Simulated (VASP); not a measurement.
# Pb (P6_3/mmc) in VASP: notebook

The runs below take Pb through electric field gradients, with PBE.

Program: VASP 6.6.1. These are calculated values, not measurements. Logs are shortened: lines on timing, memory, paths and dates and some standing lists are left out, and cuts for length are marked.

## Step 1: The cell of the first run

Symmetry: P6_3/mmc, No. 194, hexagonal system. The conventional cell has a = 3.480 Å, b = 3.480 Å, c = 5.590 Å, α = 90.00°, β = 90.00°, γ = 120.00°. Within 4.5 Å of Pb (site symmetry -6m2) lie 12 Pb at 3.44 to 3.48 Å.

This isn't the form of Pb at room conditions, which is fcc.

## Step 2: Electric field gradients, PBE

The input, INCAR:

```
SYSTEM = Pb
ALGO     = Normal         ! electronic algorithm
EDIFF    = 1E-8           ! SCF threshold, eV
ENCUT    = 520            ! plane-wave cutoff, eV
GGA      = PE             ! functional
ISIF     = 2              ! what is computed and relaxed
ISMEAR   = -1             ! smearing method
LASPH    = .TRUE.         ! aspherical terms in the spheres
LCHARG   = .FALSE.        ! write CHGCAR
LEFG     = .TRUE.       
LREAL    = .FALSE.        ! projectors in reciprocal space
LWAVE    = .FALSE.        ! write WAVECAR
NBANDS   = 21             ! bands
NELM     = 80             ! most SCF steps
PREC     = Accurate       ! precision mode
SIGMA    = 0.08           ! smearing width, eV
```

The input, KPOINTS:

```
k-points
0
G
  4 4 2
  0 0 0
```

The input, POSCAR:

```
Pb
1.0
    3.4800006906      0.0000000000      0.0000000000
   -1.7400003453      3.0137690032      0.0000000000
    0.0000000000      0.0000000000      5.5900000000
Pb
2
Direct
    0.3333333333      0.6666666667      0.2500000000
    0.6666666667      0.3333333333      0.7500000000
```

Potentials or basis: VASP PAW PBE potentials, release 64 (Pb_d).

On the command line:

```sh
cat potpaw_PBE.64/Pb_d/POTCAR > POTCAR
mpirun -np 1 vasp_std > vasp.out
```

OUTCAR:

```text
SYSTEM = Pb
   EDIFF = 1E-8
   ENCUT = 520
   GGA = PE
   ISIF = 2
   ISMEAR = -1
   LASPH = .TRUE.
   LREAL = .FALSE.
   NELM = 80
   PREC = Accurate

 ion  position               nearest neighbor table
   1  0.333  0.667  0.250-   2 3.44   2 3.44   2 3.44   2 3.44   2 3.44   2 3.44
   2  0.667  0.333  0.750-   1 3.44   1 3.44   1 3.44   1 3.44   1 3.44   1 3.44

  LATTYP: Found a hexagonal cell.
 ALAT       =     3.4800006906
 C/A-ratio  =     1.6063215203

  Lattice vectors:

 A1 = (   3.4800006906,   0.0000000000,   0.0000000000)
 A2 = (  -1.7400003453,   3.0137690032,   0.0000000000)
 A3 = (   0.0000000000,   0.0000000000,   5.5900000000)

Analysis of symmetry for initial positions (statically):
=====================================================================
 Subroutine PRICEL returns:
 Original cell was already a primitive cell.

 Routine SETGRP: Setting up the symmetry group for a
 hexagonal supercell.

 Subroutine GETGRP returns: Found 24 space group operations
 (whereof 12 operations were pure point group operations)
 out of a pool of 24 trial point group operations.

The static configuration has the point symmetry D_3d.
 The point group associated with its full space group is D_6h.

Analysis of symmetry for dynamics (positions and initial velocities):
=====================================================================
 Subroutine PRICEL returns:
 Original cell was already a primitive cell.

 Routine SETGRP: Setting up the symmetry group for a
 hexagonal supercell.

 Subroutine GETGRP returns: Found 24 space group operations
 (whereof 12 operations were pure point group operations)
 out of a pool of 24 trial point group operations.

The dynamic configuration has the point symmetry D_3d.
 The point group associated with its full space group is D_6h.

 Subroutine INISYM returns: Found 24 space group operations
 (whereof 12 operations are pure point group operations),
 and found     1 'primitive' translations

----------------------------------------------------------------------------------------

                                     Primitive cell

  volume of cell :      58.6275

  direct lattice vectors                    reciprocal lattice vectors
[... 105 lines left out ...]
 NGX is ok and might be reduce to    28
   NGX = 13   NGY = 13   NGZ = 21

 number of electron      28.0000005 magnetization

 Free energy of the ion-electron system (eV)
  ---------------------------------------------------
  ext. energy  EPLUGINS =         0.00000000
  ---------------------------------------------------
  free energy    TOTEN  =        -6.79442512 eV

  energy without entropy =       -6.72138874  energy(sigma->0) =       -6.75790693

 E-fermi :   7.5850     XC(G=0): -10.3608

 val. band max:        7.4321479789   @ k =   0.2500   0.0000   0.0000
 cond. band min:       7.5969095124   @ k =   0.2500   0.2500   0.5000
 fundamental gap:      0.1647615334
 Fermi energy:         7.5850186429

 k-point     1 :       0.0000    0.0000    0.0000
  band No.  band energies     occupation
      1      -9.5209      2.00000
      2      -9.4729      2.00000
      3      -9.4642      2.00000
      4      -9.4642      2.00000
      5      -9.4394      2.00000
      6      -9.4394      2.00000
[... 181 lines left out ...]
     20      17.2248      0.00000
     21      18.1213      0.00000

------------------------ aborting loop because EDIFF is reached ----------------------------------------

  FORCE on cell =-STRESS in cart. coord.  units (eV):
  Direction    XX          YY          ZZ          XY          YZ          ZX
  --------------------------------------------------------------------------------------
  -------------------------------------------------------------------------------------
  Total        1.4716806      1.4716806     -0.3356820      0.0000000     -0.0000000     -0.0000000
  in kB       40.2182387     40.2182387     -9.1735529      0.0000000     -0.0000000     -0.0000000
  external PRESSURE =      23.7543082 kB  Pullay stress =       0.0000000 kB

 VOLUME and BASIS-vectors are now :
 -----------------------------------------------------------------------------
  energy-cutoff  :      520.00
  volume of cell :       58.63
      direct lattice vectors                 reciprocal lattice vectors
     3.480000691  0.000000000  0.000000000     0.287356265  0.165905217  0.000000000
    -1.740000345  3.013769003  0.000000000     0.000000000  0.331810434  0.000000000
     0.000000000  0.000000000  5.590000000     0.000000000  0.000000000  0.178890877

 POSITION                                       TOTAL-FORCE (eV/Angst)
 -----------------------------------------------------------------------------------
     -0.00000      2.00918      1.39750         0.000000     -0.000000      0.000000
      1.74000      1.00459      4.19250        -0.000000      0.000000      0.000000
 -----------------------------------------------------------------------------------
    total drift:                               -0.000000      0.000000      0.000000

  FREE ENERGIE OF THE ION-ELECTRON SYSTEM (eV)
  ---------------------------------------------------
  free  energy   TOTEN  =        -6.7944251232 eV

  energy  without entropy=       -6.7213887358  energy(sigma->0) =       -6.75790693

 Electric field gradients (V/A^2)
---------------------------------------------------------------------
 ion       V_xx      V_yy      V_zz      V_xy      V_xz      V_yz
---------------------------------------------------------------------
   1       6.859     6.859   -13.718    -0.000     0.000    -0.000
   2       6.859     6.859   -13.718    -0.000    -0.000     0.000
---------------------------------------------------------------------

 Electric field gradients after diagonalization (V/A^2)
 (convention: |V_zz| > |V_xx| > |V_yy|)
----------------------------------------------------------------------
 ion       V_xx      V_yy      V_zz     asymmetry (V_yy - V_xx)/ V_zz
----------------------------------------------------------------------
   1       6.859     6.859   -13.718       0.000
   2       6.859     6.859   -13.718       0.000
----------------------------------------------------------------------

           NMR quadrupolar parameters

 Cq : quadrupolar parameter    Cq=e*Q*V_zz/h
 eta: asymmetry parameters     (V_yy - V_xx)/ V_zz
 Q  : nuclear electric quadrupole moment in mb (millibarn)
----------------------------------------------------------------------
 ion       Cq(MHz)       eta       Q (mb)
----------------------------------------------------------------------
   1      -0.033       0.000       1.000
   2      -0.033       0.000       1.000
----------------------------------------------------------------------
```

OSZICAR:

```text
N       E                     dE             d eps       ncg     rms          rms(c)
DAV:   1     0.293375566405E+03    0.29338E+03   -0.14406E+04   336   0.164E+03
DAV:   2     0.146158338671E+02   -0.27876E+03   -0.27222E+03   336   0.407E+02
DAV:   3    -0.615073254368E+01   -0.20767E+02   -0.20510E+02   404   0.136E+02
DAV:   4    -0.679541515962E+01   -0.64468E+00   -0.64434E+00   438   0.273E+01
DAV:   5    -0.682619623528E+01   -0.30781E-01   -0.30780E-01   431   0.535E+00    0.868E-01
DAV:   6    -0.680100503138E+01    0.25191E-01   -0.49341E-02   467   0.296E+00    0.446E-01
DAV:   7    -0.679460950458E+01    0.63955E-02   -0.19452E-02   447   0.190E+00    0.154E-01
DAV:   8    -0.679443307191E+01    0.17643E-03   -0.15252E-03   455   0.518E-01    0.170E-02
DAV:   9    -0.679442536649E+01    0.77054E-05   -0.63302E-05   457   0.120E-01    0.834E-03
DAV:  10    -0.679442487156E+01    0.49492E-06   -0.47946E-06   478   0.220E-02    0.128E-03
DAV:  11    -0.679442510902E+01   -0.23746E-06   -0.54002E-07   457   0.102E-02    0.373E-04
DAV:  12    -0.679442506603E+01    0.42990E-07   -0.40868E-08   391   0.326E-03    0.275E-04
DAV:  13    -0.679442512376E+01   -0.57729E-07   -0.11324E-08   188   0.179E-03    0.220E-05
DAV:  14    -0.679442512325E+01    0.51796E-09   -0.11989E-09   193   0.357E-04
   1 F= -.67944251E+01 E0= -.67579069E+01  d E =-.730364E-01
```

It took 17 s on 1 thread of Intel Xeon Platinum 8488C (Sapphire Rapids), shared host; peak memory 0.17 GiB.

Results:

* Free energy: -6.7944 eV
* Pressure: 2.4 GPa
* Band gap on the k mesh: zero (bands 14 and 15 overlap by 6.41 eV)
* Largest electric field gradient by atom: Pb -13.7 V/Å²

Stress tensor (GPa, compression positive):
```
 4.02  0.00  0.00
 0.00  4.02  0.00
 0.00  0.00 -0.92
```

Electric field gradients, principal values (V/Å²):
```
atom  least  middle  greatest (by size)
1 Pb  6.859   6.859             -13.718
2 Pb  6.859   6.859             -13.718
```

Caveat: the k points lie up to 0.56 Å⁻¹ apart, too coarse for converged energies and pressures of a metal; without QUAD_EFG the Cq values of the log hold for a quadrupole moment of 1 mb, not for the nuclei; spin-orbit coupling is left out, which moves the levels of the heavy elements.

## Step 3: Electric field gradients, PBE

The input, INCAR:

```
SYSTEM = Pb
PREC = Accurate ; ENCUT = 520
EDIFF = 1E-8 ; ISMEAR = -1
SIGMA = 0.08 ; LREAL = .FALSE.
LASPH = .TRUE. ; NELM = 60
ALGO = Normal ; ISIF = 2
LWAVE = .FALSE. ; LCHARG = .FALSE.
GGA = PE ; LEFG = .TRUE.
NBANDS = 21
```

The input, KPOINTS:

```
regular mesh
0
G
  7 7 4
  0 0 0
```

POSCAR is that of step 2.

Potentials or basis: VASP PAW PBE potentials, release 64 (Pb_d).

On the command line:

```sh
cat potpaw_PBE.64/Pb_d/POTCAR > POTCAR
mpirun -np 1 vasp_std > vasp.out
```

OUTCAR:

```text
SYSTEM = Pb
   PREC = Accurate
   ENCUT = 520
   EDIFF = 1E-8
   ISMEAR = -1
   LREAL = .FALSE.
   LASPH = .TRUE.
   NELM = 60
   ISIF = 2
   GGA = PE

 ion  position               nearest neighbor table
   1  0.333  0.667  0.250-   2 3.44   2 3.44   2 3.44   2 3.44   2 3.44   2 3.44
   2  0.667  0.333  0.750-   1 3.44   1 3.44   1 3.44   1 3.44   1 3.44   1 3.44

  LATTYP: Found a hexagonal cell.
 ALAT       =     3.4800006906
 C/A-ratio  =     1.6063215203

  Lattice vectors:

 A1 = (   3.4800006906,   0.0000000000,   0.0000000000)
 A2 = (  -1.7400003453,   3.0137690032,   0.0000000000)
[... 788 lines left out ...]
  free  energy   TOTEN  =        -7.0472663187 eV

  energy  without entropy=       -7.0235451579  energy(sigma->0) =       -7.03540574

 Electric field gradients (V/A^2)
---------------------------------------------------------------------
 ion       V_xx      V_yy      V_zz      V_xy      V_xz      V_yz
---------------------------------------------------------------------
   1      10.068    10.068   -20.137    -0.000     0.000    -0.000
   2      10.068    10.068   -20.137    -0.000    -0.000     0.000
---------------------------------------------------------------------

 Electric field gradients after diagonalization (V/A^2)
 (convention: |V_zz| > |V_xx| > |V_yy|)
----------------------------------------------------------------------
 ion       V_xx      V_yy      V_zz     asymmetry (V_yy - V_xx)/ V_zz
----------------------------------------------------------------------
   1      10.068    10.068   -20.137       0.000
   2      10.068    10.068   -20.137       0.000
----------------------------------------------------------------------

           NMR quadrupolar parameters

 Cq : quadrupolar parameter    Cq=e*Q*V_zz/h
 eta: asymmetry parameters     (V_yy - V_xx)/ V_zz
 Q  : nuclear electric quadrupole moment in mb (millibarn)
----------------------------------------------------------------------
 ion       Cq(MHz)       eta       Q (mb)
----------------------------------------------------------------------
   1      -0.049       0.000       1.000
   2      -0.049       0.000       1.000
----------------------------------------------------------------------
```

stdout:

```text
POSCAR found type information on POSCAR Pb
 POSCAR found :  1 types and       2 ions
 scaLAPACK will be used
 LDA part: xc-table for (Slater+PW92), standard interpolation
 POSCAR, INCAR and KPOINTS ok, starting setup
 FFT: planning ... GRIDC
 FFT: planning ... GRID_SOFT
 FFT: planning ... GRID
 WAVECAR not read
 entering main loop
ion   1

ion   2
```

It took 33 s on 1 thread of Intel Xeon Platinum 8488C (Sapphire Rapids), shared host; peak memory 0.17 GiB.

What came out:

* Free energy: -7.0473 eV
* Pressure: 3.8 GPa
* Band gap on the k mesh: zero (bands 14 and 15 overlap by 6.54 eV)
* Largest electric field gradient by atom: Pb -20.1 V/Å²

Levels at points of the mesh, in eV from the Fermi level:
```csv
k point,band 11,band 12,band 13,band 14,band 15,band 16,band 17,band 18
"(0.00, 0.00, 0.00)",-12.12,-8.14,-4.46,5.44,5.44,7.34,7.34,8.01
"(0.00, 0.00, 0.50)",-10.84,-10.84,0.88,0.88,6.35,6.35,6.35,6.35
```

Electric field gradients, principal values (V/Å²):
```
atom   least  middle  greatest (by size)
1 Pb  10.068  10.068             -20.137
2 Pb  10.068  10.068             -20.137
```

Caveat: the cell stands under pressure; without QUAD_EFG the Cq values of the log hold for a quadrupole moment of 1 mb, not for the nuclei; spin-orbit coupling is left out, which moves the levels of the heavy elements.

## Step 4: Electric field gradients, PBE (z stretched by -3 % at fixed volume)

The input, INCAR:

```
PREC     = Accurate       # precision mode
ENCUT    = 520            # plane-wave cutoff, eV
EDIFF    = 1E-8           # SCF threshold, eV
ISMEAR   = -1             # smearing method
SIGMA    = 0.08           # smearing width, eV
LREAL    = False          # projectors in reciprocal space
LASPH    = True           # aspherical terms in the spheres
NELM     = 80             # most SCF steps
ALGO     = Normal         # electronic algorithm
ISIF     = 2              # what is computed and relaxed
LWAVE    = False          # write WAVECAR
LCHARG   = False          # write CHGCAR
GGA      = PE             # functional
LEFG     = True         
NBANDS   = 21             # bands
```

The input, KPOINTS:

```
Automatic mesh
0
Gamma
  14 14 8
```

The input, POSCAR:

```
Pb
1.0
    3.5334053558      0.0000000000      0.0000000000
   -1.7667026779      3.0600187999      0.0000000000
    0.0000000000      0.0000000000      5.4223000000
Pb
2
Direct
    0.3333333333      0.6666666667      0.2500000000
    0.6666666667      0.3333333333      0.7500000000
```

Potentials or basis: VASP PAW PBE potentials, release 64 (Pb_d).

On the command line:

```sh
cat potpaw_PBE.64/Pb_d/POTCAR > POTCAR
mpirun -np 1 vasp_std > vasp.out
```

OUTCAR:

```text
PREC = Accurate
   ENCUT = 520
   EDIFF = 1E-8
   ISMEAR = -1
   LREAL = False
   LASPH = True
   NELM = 80
   ISIF = 2
   GGA = PE

 ion  position               nearest neighbor table
   1  0.333  0.667  0.250-   2 3.39   2 3.39   2 3.39   2 3.39   2 3.39   2 3.39
   2  0.667  0.333  0.750-   1 3.39   1 3.39   1 3.39   1 3.39   1 3.39   1 3.39

  LATTYP: Found a hexagonal cell.
 ALAT       =     3.5334053558
 C/A-ratio  =     1.5345819271

  Lattice vectors:

 A1 = (   3.5334053558,   0.0000000000,   0.0000000000)
[... 791 lines left out ...]
  ---------------------------------------------------
  free  energy   TOTEN  =        -7.0117225533 eV

  energy  without entropy=       -6.9865484131  energy(sigma->0) =       -6.99913548

 Electric field gradients (V/A^2)
---------------------------------------------------------------------
 ion       V_xx      V_yy      V_zz      V_xy      V_xz      V_yz
---------------------------------------------------------------------
   1      42.745    42.746   -85.491     0.001     0.000    -0.000
   2      42.745    42.746   -85.491     0.001    -0.000     0.000
---------------------------------------------------------------------

 Electric field gradients after diagonalization (V/A^2)
 (convention: |V_zz| > |V_xx| > |V_yy|)
----------------------------------------------------------------------
 ion       V_xx      V_yy      V_zz     asymmetry (V_yy - V_xx)/ V_zz
----------------------------------------------------------------------
   1      42.746    42.745   -85.491       0.000
   2      42.746    42.745   -85.491       0.000
----------------------------------------------------------------------

           NMR quadrupolar parameters

 Cq : quadrupolar parameter    Cq=e*Q*V_zz/h
 eta: asymmetry parameters     (V_yy - V_xx)/ V_zz
 Q  : nuclear electric quadrupole moment in mb (millibarn)
----------------------------------------------------------------------
 ion       Cq(MHz)       eta       Q (mb)
----------------------------------------------------------------------
   1      -0.207       0.000       1.000
   2      -0.207       0.000       1.000
----------------------------------------------------------------------
```

It took 1.7 min on 1 thread of Intel Xeon Platinum 8488C (Sapphire Rapids), shared host; peak memory 0.25 GiB.

What came out:

- Free energy: -7.0117 eV
- Pressure: 4.3 GPa
- Band gap on the k mesh: zero (bands 14 and 15 overlap by 7.20 eV)
- Largest electric field gradient by atom: Pb -85.5 V/Å²

Electric field gradients, principal values (V/Å²):
```tsv
atom	least	middle	greatest (by size)
1 Pb	42.745	42.746	-85.491
2 Pb	42.745	42.746	-85.491
```

Caveat: the cell stands under pressure; without QUAD_EFG the Cq values of the log hold for a quadrupole moment of 1 mb, not for the nuclei; spin-orbit coupling is left out, which moves the levels of the heavy elements.

## Step 5: Summary

| cell | k mesh | gap on the mesh (eV) | pressure (GPa) |
| --- | --- | --- | --- |
| a = 3.480, b = 3.480, c = 5.590 Å, angles 90.0, 90.0, 120.0°, 2 atoms | 4 × 4 × 2 | none | 2.4 |
| a = 3.480, b = 3.480, c = 5.590 Å, angles 90.0, 90.0, 120.0°, 2 atoms | 7 × 7 × 4 | none | 3.8 |
| a = 3.533, b = 3.533, c = 5.422 Å, angles 90.0, 90.0, 120.0°, 2 atoms | 14 × 14 × 8 | none | 4.3 |

Alike in all rows: task electric field gradients; level PBE; potentials or basis VASP PAW PBE potentials, release 64 (Pb_d); no spin polarisation; cutoff (eV) 520; smearing fermi-dirac 0.08 eV.

Caveats: some runs use coarse meshes; spin-orbit coupling is left out, which moves the levels of the heavy elements; the cell stands under pressure (at least some runs).

Total energies depend on the potentials used, so only differences within one code and one set of settings carry meaning.

The gap in the log of VASP goes by the Fermi energy; the results here count the filled bands.